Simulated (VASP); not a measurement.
# Ir in VASP: further runs

Runs on Ir. Level: PBE. Tasks: single point.

All numbers are computed with VASP 6.6.1; they aren't measurements. Logs are shortened: lines on timing, memory, paths and dates and some standing lists are left out, and cuts for length are marked.

**1. The cell of the first run**

The cell holds a slab with vacuum, 5 atoms: a = 2.737 Å, b = 2.737 Å, c = 23.939 Å, α = 90.00°, β = 90.00°, γ = 120.00°.

**2. Single point, PBE**

INCAR

```
PREC = Accurate
ENCUT = 520
EDIFF = 1E-6
ISMEAR = 0
SIGMA = 0.1
LREAL = False
LASPH = True
NELM = 80
ALGO = Fast
ISIF = 2
LWAVE = False
LCHARG = True
LDIPOL = True
IDIPOL = 3
DIPOL = 0.5 0.5 0.500
GGA = PE
LELF = True
LVHAR = True
LVACPOTAV = True
NBANDS = 30
```

KPOINTS

```
regular mesh
0
Gamma
  15 15 1
```

POSCAR

```
Ir
1.0
    2.7369647136      0.0000000000      0.0000000000
   -1.3684823568      2.3702809712      0.0000000000
    0.0000000000      0.0000000000     23.9388893231
Ir
5
Direct
    0.6666666667      0.3333333333      0.3132977432
    0.3333333333      0.6666666667      0.4066488716
    0.0000000000      0.0000000000      0.5000000000
    0.6666666667      0.3333333333      0.5933511284
    0.3333333333      0.6666666667      0.6867022568
```

Potentials or basis: VASP PAW PBE potentials, release 64 (Ir).

On the command line:

```sh
$ cat potpaw_PBE.64/Ir/POTCAR > POTCAR
$ mpirun -np 1 vasp_std > vasp.out
```

OUTCAR:

```text
PREC = Accurate
   ENCUT = 520
   EDIFF = 1E-6
   ISMEAR = 0
   LREAL = False
   LASPH = True
   NELM = 80
   ISIF = 2
   GGA = PE

 ion  position               nearest neighbor table
   1  0.667  0.333  0.313-   2 2.74   2 2.74   2 2.74
   2  0.333  0.667  0.407-   1 2.74   1 2.74   3 2.74   3 2.74   3 2.74   1 2.74
   3  0.000  0.000  0.500-   2 2.74   4 2.74   2 2.74   4 2.74   4 2.74   2 2.74
   4  0.667  0.333  0.593-   5 2.74   5 2.74   3 2.74   3 2.74   3 2.74   5 2.74
   5  0.333  0.667  0.687-   4 2.74   4 2.74   4 2.74

  LATTYP: Found a hexagonal cell.
 ALAT       =     2.7369647136
 C/A-ratio  =     8.7465100314

  Lattice vectors:

 A1 = (   2.7369647136,   0.0000000000,   0.0000000000)
 A2 = (  -1.3684823568,   2.3702809712,   0.0000000000)
 A3 = (   0.0000000000,   0.0000000000,  23.9388893231)

Analysis of symmetry for initial positions (statically):
=====================================================================
 Subroutine PRICEL returns:
 Original cell was already a primitive cell.

 Routine SETGRP: Setting up the symmetry group for a
 hexagonal supercell.

 Subroutine GETGRP returns: Found 12 space group operations
 (whereof 12 operations were pure point group operations)
 out of a pool of 24 trial point group operations.

The static configuration has the point symmetry D_3d.

Analysis of symmetry for dynamics (positions and initial velocities):
=====================================================================
 Subroutine PRICEL returns:
 Original cell was already a primitive cell.

 Routine SETGRP: Setting up the symmetry group for a
 hexagonal supercell.

 Subroutine GETGRP returns: Found 12 space group operations
 (whereof 12 operations were pure point group operations)
 out of a pool of 24 trial point group operations.

The dynamic configuration has the point symmetry D_3d.

 Subroutine INISYM returns: Found 12 space group operations
 (whereof 12 operations are pure point group operations),
 and found     1 'primitive' translations

----------------------------------------------------------------------------------------

                                     Primitive cell

  volume of cell :     155.3006

  direct lattice vectors                    reciprocal lattice vectors
     2.736964714  0.000000000  0.000000000     0.365368247  0.210945456  0.000000000
    -1.368482357  2.370280971  0.000000000     0.000000000  0.421890912  0.000000000
[... 97 lines left out ...]
   ISIF   =      2    stress and relaxation
   ISYM   =      2    0-nonsym 1-usesym 2-fastsym
   POTIM  = 0.5000    time-step for ionic-motion
   TEBEG  =    0.0;   TEEND  =   0.0 temperature during run
   PSTRESS=    0.0 pullay stress
   NELECT =      45.0000    total number of electrons
   NUPDOWN=      -1.0000    fix difference up-down
   EMIN   =  10.00;   EMAX   =-10.00  energy-range for DOS
   EFERMI =   0.00;   METHOD = LEGACY
   ISMEAR =     0;   SIGMA  =   0.10  broadening in eV -4-tet -1-fermi 0-gaus
   EFERMI_NEDOS =   21; number of points for ismear=-14 and -15
   IALGO  =     68    algorithm
   IMIX   =      4    mixing-type and parameters
     AMIX     =   0.40;   BMIX     =  1.00
     AMIX_MAG =   1.60;   BMIX_MAG =  1.00
  volume/ion in A,a.u.               =      31.06       209.60
  Fermi-wavevector in a.u.,A,eV,Ry     =   1.083315  2.047168 15.967401  1.173571
  Thomas-Fermi vector in A             =   2.219378
   LORBIT       =      0    0 simple, 1 ext, 2 COOP (PROOUT), +10 PAW based schemes
   GGA     = PE    functional components
   LHFCALC =     F    Hartree Fock is set to
   AEXX    =    0.0000 exact exchange contribution
   IVDW    =     0    specifies the selected vdW correction
   LEPSILON=     F    determine dielectric tensor
   LRPA    =     F    only Hartree local field effects (RPA)
 non-spin polarized calculation
 RMM-DIIS sequential band-by-band and
 Gauss-broadening in eV      SIGMA  =   0.10
  energy-cutoff  :      520.00
  volume of cell :      155.30
 maximum number of plane-waves:      4221
   NGX = 11   NGY = 11   NGZ = 89

 number of electron      45.0000001 magnetization

 dipolmoment           0.000000      0.000000     -0.000000 electrons x Angstroem

 Free energy of the ion-electron system (eV)
  ---------------------------------------------------
  ext. energy  EPLUGINS =         0.00000000
  ---------------------------------------------------
  free energy    TOTEN  =       -42.40539400 eV

  energy without entropy =      -42.37820901  energy(sigma->0) =      -42.39180151

 E-fermi :   1.6501     XC(G=0):  -7.2844

 val. band max:        1.6455674207   @ k =   0.2667   0.0000   0.0000
 cond. band min:       1.6504497742   @ k =   0.3333   0.1333   0.0000
 fundamental gap:      0.0048823535
 Fermi energy:         1.6500928506

 k-point     1 :       0.0000    0.0000    0.0000
  band No.  band energies     occupation
      1      -8.7651      2.00000
      2      -7.7207      2.00000
      3      -6.5363      2.00000
      4      -5.9145      2.00000
      5      -5.8491      2.00000
      6      -2.3026      2.00000
[... 781 lines left out ...]
     29       7.1282      0.00000
     30       7.6325      0.00000

 [... further k-points ...]

------------------------ aborting loop because EDIFF is reached ----------------------------------------

  FORCE on cell =-STRESS in cart. coord.  units (eV):
  Direction    XX          YY          ZZ          XY          YZ          ZX
  --------------------------------------------------------------------------------------
  -------------------------------------------------------------------------------------
  Total       -4.3904507     -4.3904507     -2.5508466      0.0000000      0.0000000      0.0000000
  in kB      -45.2946239    -45.2946239    -26.3161220      0.0000000      0.0000000      0.0000000
  external PRESSURE =     -38.9684566 kB  Pullay stress =       0.0000000 kB

 VOLUME and BASIS-vectors are now :
 -----------------------------------------------------------------------------
  energy-cutoff  :      520.00
  volume of cell :      155.30
      direct lattice vectors                 reciprocal lattice vectors
     2.736964714  0.000000000  0.000000000     0.365368247  0.210945456  0.000000000
    -1.368482357  2.370280971  0.000000000     0.000000000  0.421890912  0.000000000
     0.000000000  0.000000000 23.938889323     0.000000000  0.000000000  0.041773032

 POSITION                                       TOTAL-FORCE (eV/Angst)
 -----------------------------------------------------------------------------------
      1.36848      0.79009      7.50000        -0.000000      0.000000      0.451548
     -0.00000      1.58019      9.73472         0.000000     -0.000000     -0.342812
      0.00000      0.00000     11.96944        -0.000000      0.000000      0.000000
      1.36848      0.79009     14.20417        -0.000000      0.000000      0.342812
     -0.00000      1.58019     16.43889         0.000000     -0.000000     -0.451548
 -----------------------------------------------------------------------------------
    total drift:                                0.000000      0.000000      0.000000

  FREE ENERGIE OF THE ION-ELECTRON SYSTEM (eV)
  ---------------------------------------------------
  free  energy   TOTEN  =       -42.4053939981 eV

  energy  without entropy=      -42.3782090125  energy(sigma->0) =      -42.39180151

 vacuum level on the upper side and lower side of the slab         7.201         7.201
```

stdout:

```text
POSCAR found type information on POSCAR Ir
 POSCAR found :  1 types and       5 ions
 scaLAPACK will be used
 LDA part: xc-table for (Slater+PW92), standard interpolation
 POSCAR, INCAR and KPOINTS ok, starting setup
 FFT: planning ... GRIDC
 FFT: planning ... GRID_SOFT
 FFT: planning ... GRID
 WAVECAR not read
 entering main loop
 -----------------------------------------------------------------------------
|                                                                             |
|           W    W    AA    RRRRR   N    N  II  N    N   GGGG   !!!           |
|           W    W   A  A   R    R  NN   N  II  NN   N  G    G  !!!           |
|           W    W  A    A  R    R  N N  N  II  N N  N  G       !!!           |
|           W WW W  AAAAAA  RRRRR   N  N N  II  N  N N  G  GGG   !            |
|           WW  WW  A    A  R   R   N   NN  II  N   NN  G    G                |
|           W    W  A    A  R    R  N    N  II  N    N   GGGG   !!!           |
|                                                                             |
|     Did not find any points to average over, which means that no vacuum     |
|     field-free region was found. Please increase the size of  your cell     |
|     in the dimension of the dipole correction to obtain accurate            |
|     workfunction values.                                                    |
|                                                                             |
 -----------------------------------------------------------------------------
```

Wall time 1.7 min (1 thread of Intel Xeon 6975P-C (Granite Rapids), shared host); peak memory 0.31 GiB.

Results:

| Item | Value |
| --- | --- |
| Free energy | -42.4054 eV |
| Largest force | 0.452 eV/Å |
| Band gap on the k mesh | zero (an odd number of electrons rules out a gap without spin polarisation) |

Forces on the atoms (eV/Å):
```
Ir   0.000  0.000  0.452
Ir   0.000  0.000 -0.343
Ir   0.000  0.000  0.000
Ir   0.000  0.000  0.343
Ir   0.000  0.000 -0.452
```

Caveat: spin-orbit coupling is left out, which moves the levels of the heavy elements.

**3. Single point, PBE**

INCAR

```
  PREC = Accurate
  ENCUT = 520
  EDIFF = 1E-7
  ISMEAR = 0
  SIGMA = 0.1
  LREAL = False
  LASPH = True
  NELM = 80
  ALGO = Fast
  ISIF = 2
  LWAVE = False
  LCHARG = False
  LDIPOL = True
  IDIPOL = 3
  DIPOL = 0.5 0.5 0.500
  GGA = PE
  NBANDS = 30
```

KPOINTS is that of step 2.

POSCAR

```
Ir
1.0
    2.7369647136      0.0000000000      0.0000000000
   -1.3684823568      2.3702809712      0.0000000000
    0.0000000000      0.0000000000     23.9388893231
Ir
5
Direct
    0.6666666667      0.3333333333      0.3155645754
    0.3333333333      0.6666666667      0.4068904613
    0.0000000000      0.0000000000      0.4999999997
    0.6666666667      0.3333333333      0.5931095396
    0.3333333333      0.6666666667      0.6844354240
```

Potentials or basis: VASP PAW PBE potentials, release 64 (Ir).

On the command line:

```sh
$ cat potpaw_PBE.64/Ir/POTCAR > POTCAR
$ mpirun -np 1 vasp_std > vasp.out
```

OUTCAR:

```text
PREC = Accurate
   ENCUT = 520
   EDIFF = 1E-7
   ISMEAR = 0
   LREAL = False
   LASPH = True
   NELM = 80
   ISIF = 2
   GGA = PE

 ion  position               nearest neighbor table
   1  0.667  0.333  0.316-   2 2.70   2 2.70   2 2.70
   2  0.333  0.667  0.407-   1 2.70   1 2.70   1 2.70   3 2.73   3 2.73   3 2.73
   3  0.000  0.000  0.500-   2 2.73   2 2.73   2 2.73   4 2.73   4 2.73   4 2.73
   4  0.667  0.333  0.593-   5 2.70   5 2.70   5 2.70   3 2.73   3 2.73   3 2.73
   5  0.333  0.667  0.684-   4 2.70   4 2.70   4 2.70

  LATTYP: Found a hexagonal cell.
 ALAT       =     2.7369647136
 C/A-ratio  =     8.7465100314

[... 997 lines left out ...]
  -------------------------------------------------------------------------------------
  Total       -3.5032084     -3.5032084      0.2054712      0.0000000      0.0000000      0.0000000
  in kB      -36.1412804    -36.1412804      2.1197687      0.0000000      0.0000000      0.0000000
  external PRESSURE =     -23.3875974 kB  Pullay stress =       0.0000000 kB

 VOLUME and BASIS-vectors are now :
 -----------------------------------------------------------------------------
  energy-cutoff  :      520.00
  volume of cell :      155.30
      direct lattice vectors                 reciprocal lattice vectors
     2.736964714  0.000000000  0.000000000     0.365368247  0.210945456  0.000000000
    -1.368482357  2.370280971  0.000000000     0.000000000  0.421890912  0.000000000
     0.000000000  0.000000000 23.938889323     0.000000000  0.000000000  0.041773032

 POSITION                                       TOTAL-FORCE (eV/Angst)
 -----------------------------------------------------------------------------------
      1.36848      0.79009      7.55427         0.000000      0.000000     -0.028728
     -0.00000      1.58019      9.74051         0.000000      0.000000      0.000509
      0.00000      0.00000     11.96944         0.000000      0.000000      0.000000
      1.36848      0.79009     14.19838        -0.000000     -0.000000     -0.000509
     -0.00000      1.58019     16.38462         0.000000      0.000000      0.028728
 -----------------------------------------------------------------------------------
    total drift:                                0.000000     -0.000000     -0.000000

  FREE ENERGIE OF THE ION-ELECTRON SYSTEM (eV)
  ---------------------------------------------------
  free  energy   TOTEN  =       -42.4273346304 eV

  energy  without entropy=      -42.4042434821  energy(sigma->0) =      -42.41578906

 vacuum level on the upper side and lower side of the slab         7.143         7.143
```

Wall time 1.8 min (1 thread of Intel Xeon 6975P-C (Granite Rapids), shared host); peak memory 0.31 GiB.

What came out:

```
Free energy            : -42.4273 eV
Largest force          : 0.029 eV/Å
Band gap on the k mesh : zero (an odd number of electrons rules out a gap without spin polarisation)
```

Forces on the atoms (eV/Å):
```
Ir   0.000  0.000 -0.029
Ir   0.000  0.000  0.001
Ir   0.000  0.000  0.000
Ir   0.000  0.000 -0.001
Ir   0.000  0.000  0.029
```

Levels at points of the mesh, in eV from the Fermi level:
| k point | band 18 | band 19 | band 20 | band 21 | band 22 | band 23 | band 24 | band 25 | band 26 | band 27 |
| --- | --- | --- | --- | --- | --- | --- | --- | --- | --- | --- |
| (0.00, 0.00, 0.00) | -2.90 | -2.55 | -1.16 | -1.16 | -1.08 | -1.08 | -0.52 | -0.52 | -0.38 | 0.23 |

Caveat: spin-orbit coupling is left out, which moves the levels of the heavy elements.
